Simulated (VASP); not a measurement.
Here is a VASP 6.6.1 calculation.

Contents of INCAR:

```
SYSTEM = Ta
  PREC = Accurate
  ENCUT = 520
  EDIFF = 1E-7
  ISMEAR = 0
  SIGMA = 0.1
  LREAL = .FALSE.
  LASPH = .TRUE.
  NELM = 60
  ALGO = Normal
  ISIF = 2
  LWAVE = .FALSE.
  LCHARG = .FALSE.
  GGA = PE
  NBANDS = 12
```

KPOINTS

```
Automatic mesh
0
G
  18 18 18
  0 0 0
```

Contents of POSCAR:

```
Ta
1.0
   -1.6595311953      1.6595311953      1.6595311953
    1.6595311953     -1.6595311953      1.6595311953
    1.6595311953      1.6595311953     -1.6595311953
Ta
1
Direct
    0.0000000000      0.0000000000      0.0000000000
```

Potentials or basis: VASP PAW PBE potentials, release 64 (Ta_pv).

Command:

```sh
$ cat potpaw_PBE.64/Ta_pv/POTCAR > POTCAR
$ mpirun -np 1 vasp_std > vasp.out
```

(1) Predict the pressure.

Answers

(1) 0.0 GPa.
